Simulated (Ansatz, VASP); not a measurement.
Rb: VASP beside Ansatz

```
Rb
1.0
     0.00000    4.02203    4.02203
     4.02203    0.00000    4.02203
     4.02203    4.02203    0.00000
Rb
2
Direct
  0.87500 0.87500 0.87500
  0.12500 0.12500 0.12500
```

Alike in both runs: task single point; functional PBEsol; k mesh 8 × 8 × 8; occupations fermi-dirac, width 0.05 eV; no spin polarisation.

|  | VASP | Ansatz |
| --- | --- | --- |
| version | VASP 6.6.1 | Ansatz 0.2.0 |
| potentials or method | VASP PAW PBE potentials, release 64 (Rb_sv) | PAW with Ansatz's default frozen-core files, scalar-relativistic |
| plane-wave cutoff (eV) | 520 | 420 |
| valence electrons in the cell | 18 | 18 |

```csv
,VASP,Ansatz,Ansatz less VASP
gap on the k mesh at the Fermi level (eV),none,none,-
pressure (GPa),2.2,2.1,-0.01
```

VASP's potentials were made for PBE, not for PBEsol. A gap of «none» marks a metal or a gap that the smearing closes.
